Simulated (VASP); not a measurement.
Al, 1 atom in the cell. It takes space group Fm-3m (No. 225, cubic). The conventional cell has a = 4.022 Å, b = 4.022 Å, c = 4.022 Å, α = 90.00°, β = 90.00°, γ = 90.00°. Al (site symmetry m-3m) has 12 Al at 2.84 Å within 3.7 Å. 

- Program: VASP 6.6.1
- Task: single point
- Functional: r2SCANh
- Potentials or basis: VASP PAW PBE potentials, release 64 (Al)
- Cutoff: 520 eV
- k mesh: 6 × 6 × 6
- Occupations: fermi-dirac, width 0.05 eV
- Spin: no spin polarisation
- Dipole correction: no
- Grid for exact exchange (PRECFOCK): Normal
- Further INCAR settings: ALGO = Normal; EDIFF = 1e-07; NBANDS = 8

Potentials or basis: VASP PAW PBE potentials, release 64 (Al).

The run is started by

```bash
$ cat potpaw_PBE.64/Al/POTCAR > POTCAR
$ cp INCAR.step1 INCAR
$ mpirun -np 1 vasp_std > vasp.out
$ cp INCAR.step2 INCAR
$ mpirun -np 1 vasp_std > vasp.out
```

Hardware: 1 thread of Intel(R) Xeon(R) 6975P-C (Granite Rapids), on a shared host.

Task: Estimate the wall time of this run.

Result: Run time: 120 s on 1 thread of Intel(R) Xeon(R) 6975P-C (Granite Rapids), on a shared host, peak memory 0.14 GiB. Counts: k points 16.
